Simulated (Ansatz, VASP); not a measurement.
One calculation of WS2, two programs

Contents of INCAR:

```
SYSTEM = WS2
PREC = Accurate ; ENCUT = 520
EDIFF = 1E-6 ; ISMEAR = 0
SIGMA = 0.05 ; LREAL = .False.
LASPH = .True. ; NELM = 80
ALGO = Normal ; ISIF = 2
LWAVE = .False. ; LCHARG = .True.
LELF = .True. ; LVHAR = .True.
NBANDS = 64
```

KPOINTS

```
regular mesh
0
Gamma
  8 6 2
  0 0 0
```

Contents of POSCAR:

```
WS2
1.0
    3.1268885683      0.0000000000      0.0000000000
    0.0000000000      5.4159298698      0.0000000000
    0.0000000000      0.0000000000     12.1559714659
W S
4 8
Direct
    0.0000000000      0.3333333333      0.2500000000
    0.5000000000      0.8333333333      0.2500000000
    0.5000000000      0.1666666667      0.7500000000
    1.0000000000      0.6666666667      0.7500000000
    0.0000000000      0.3333333333      0.6215153207
    0.5000000000      0.8333333333      0.6215153207
    0.5000000000      0.1666666667      0.1215153207
    1.0000000000      0.6666666667      0.1215153207
    0.0000000000      0.3333333333      0.8784846793
    0.5000000000      0.8333333333      0.8784846793
    0.5000000000      0.1666666667      0.3784846793
    1.0000000000      0.6666666667      0.3784846793
```

Input for Ansatz:

```yaml
crystal:
  lattice:
    - [3.1268885683, 0.0, 0.0]
    - [0.0, 5.4159298698, 0.0]
    - [0.0, 0.0, 12.1559714659]
  atoms:
    - { symbol: W, position: [0.0, 0.3333333333, 0.25] }
    - { symbol: W, position: [0.5, 0.8333333333, 0.25] }
    - { symbol: W, position: [0.5, 0.1666666667, 0.75] }
    - { symbol: W, position: [1.0, 0.6666666667, 0.75] }
    - { symbol: S, position: [0.0, 0.3333333333, 0.6215153207] }
    - { symbol: S, position: [0.5, 0.8333333333, 0.6215153207] }
    - { symbol: S, position: [0.5, 0.1666666667, 0.1215153207] }
    - { symbol: S, position: [1.0, 0.6666666667, 0.1215153207] }
    - { symbol: S, position: [0.0, 0.3333333333, 0.8784846793] }
    - { symbol: S, position: [0.5, 0.8333333333, 0.8784846793] }
    - { symbol: S, position: [0.5, 0.1666666667, 0.3784846793] }
    - { symbol: S, position: [1.0, 0.6666666667, 0.3784846793] }
basis:
  ecutwfc: "550 eV"
kpoints:
  mp_grid: { grid: [8, 6, 2] }
hamiltonian:
  xc: lda
scf:
  occupations: { method: gaussian, width: 0.05 }
output:
  forces: true
  eigenvalues: true
  stress: true
```

Alike in both runs: task single point; functional LDA; k mesh 8 × 6 × 2; occupations gaussian, width 0.05 eV; no spin polarisation.

|  | VASP | Ansatz |
| --- | --- | --- |
| version | VASP 6.6.1 | Ansatz 0.2.0 |
| potentials or method | VASP PAW LDA potentials, release 64 (W_sv, S), cutoff 520 eV | scalar-relativistic, plane waves, PAW |
| valence electrons in the cell | 104 | 104 |

```tsv
	VASP	Ansatz	Ansatz less VASP
gap on the k mesh at the Fermi level (eV)	0.86	0.85	-0.011
pressure (GPa)	0.4	0.0	-0.40
rms of the force components (eV/Å)	0.024	0.001	-0.0230
```

LDA's correlation is that of Perdew and Zunger in VASP and of Perdew and Wang (1992) in Ansatz. Atom by atom the forces differ by 0.023 eV/Å (rms over components).

Neither program's run includes spin-orbit coupling.
